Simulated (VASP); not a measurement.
**CuO: single point with PBEsol**

Crystal: CuO.

```
Cu O
1.0
     1.91133   -2.06741    0.00000
     1.91133    2.06741    0.00000
     0.00000    0.00000    5.15593
Cu O
2 2
Direct
  0.50000 0.00000 0.00000
  0.00000 0.50000 0.50000
  0.50000 0.50000 0.25000
  0.50000 0.50000 0.75000
```

| Item | Value |
| --- | --- |
| Program | VASP 6.6.1 |
| Task | single point |
| Functional | PBEsol |
| Potentials or basis | VASP PAW PBE potentials, release 64 (Cu, O) |
| Cutoff | 520 eV |
| k mesh | 8 × 8 × 5 |
| Occupations | fermi-dirac, width 0.05 eV |
| Spin | no spin polarisation |
| Dipole correction | no |
| Further INCAR settings | ALGO = Normal; EDIFF = 1e-06; NBANDS = 25 |

```
Pressure               : 7.0 GPa
Band gap on the k mesh : zero (band 17 reaches 6.35 eV, above the bottom of band 18 at 5.47 eV)
```

Stress tensor (GPa, compression positive):
```
7.94 0.00 0.00
0.00 7.91 0.00
0.00 0.00 5.29
```

Levels at points of the mesh, in eV from the Fermi level:
| k point | band 14 | band 15 | band 16 | band 17 | band 18 | band 19 | band 20 | band 21 |
| --- | --- | --- | --- | --- | --- | --- | --- | --- |
| (0.00, 0.00, 0.00) | -2.56 | -2.49 | -2.19 | 0.60 | 0.80 | 1.60 | 6.22 | 7.50 |
| (0.50, 0.00, 0.00) | -2.06 | -1.67 | -1.60 | 0.25 | 0.45 | 3.24 | 6.29 | 6.74 |
| (0.50, 0.50, 0.00) | -2.44 | -1.66 | -1.23 | -1.17 | 1.28 | 2.01 | 7.11 | 9.41 |

It took 35 s on 1 thread of AMD EPYC 9R45 96-Core Processor (Zen 5) (shared host), peak memory 0.16 GiB.

Caveat: the PAW data sets were made with another functional, which shifts forces and pressure a little; semilocal functionals often make such compounds metallic where correlation or magnetic order opens a gap, which also shifts bond lengths. With open d or f shells a metallic result of PBEsol can be an artefact of self-interaction; +U or a hybrid may open a gap.
